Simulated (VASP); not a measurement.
Wanted: the native input for a VASP 6.6.1 run.

```yaml
Task: relaxation of cell and atoms
Functional: LDA
Potentials_or_basis: VASP PAW LDA potentials, release 64 (Zn, Se)
Cutoff: 600 eV
k_mesh: 8 × 8 × 8
Occupations: gaussian, width 0.01 eV
Spin: no spin polarisation
Dipole_correction: no
Further_INCAR_settings: ALGO = Normal; EDIFF = 1e-06; IBRION = 2; EDIFFG = -0.001; NSW = 80; ISIF = 3
```

The structure of ZnSe lies in POSCAR:

```
ZnSe
1.0
    0.0000000000      2.7837680040      2.7837680040
    2.7837680040      0.0000000000      2.7837680040
    2.7837680040      2.7837680040      0.0000000000
Zn Se
1 1
Direct
    0.0000000000      0.0000000000      0.0000000000
    0.7500000000      0.7500000000      0.7500000000
```

One way to write it, as run:

INCAR

```
ALGO = Normal
EDIFF = 1E-6
EDIFFG = -0.001
ENCUT = 600
IBRION = 2
ISIF = 3
ISMEAR = 0
LASPH = T
LCHARG = F
LREAL = F
LWAVE = F
NELM = 100
NSW = 80
PREC = Accurate
SIGMA = 0.01
```

KPOINTS

```
k-points
0
Gamma
  8 8 8
```

Potentials or basis: VASP PAW LDA potentials, release 64 (Zn, Se).

Command:

```bash
$ cat potpaw_LDA.64/Zn/POTCAR potpaw_LDA.64/Se/POTCAR > POTCAR
$ mpirun -np 1 vasp_std > vasp.out
```

Results of the run:

```yaml
Relaxed_volume: 21.67 Å³/atom
Relaxed_cell: a = 3.943 Å, b = 3.943 Å, c = 3.943 Å, α = 60.00°, β = 60.00°, γ = 60.00°
Space_group_after_relaxing_to_0.05_Å: F-43m (No. 216)
Energy_gained_by_relaxing: 0.1 meV/atom
Ionic_steps: 5
Pressure_after_relaxing: 0.0 GPa
Band_gap_on_the_k_mesh: 1.27 eV, direct
```

It took 57 s on 1 thread of AMD EPYC 7R13 (shared host), peak memory 0.14 GiB.
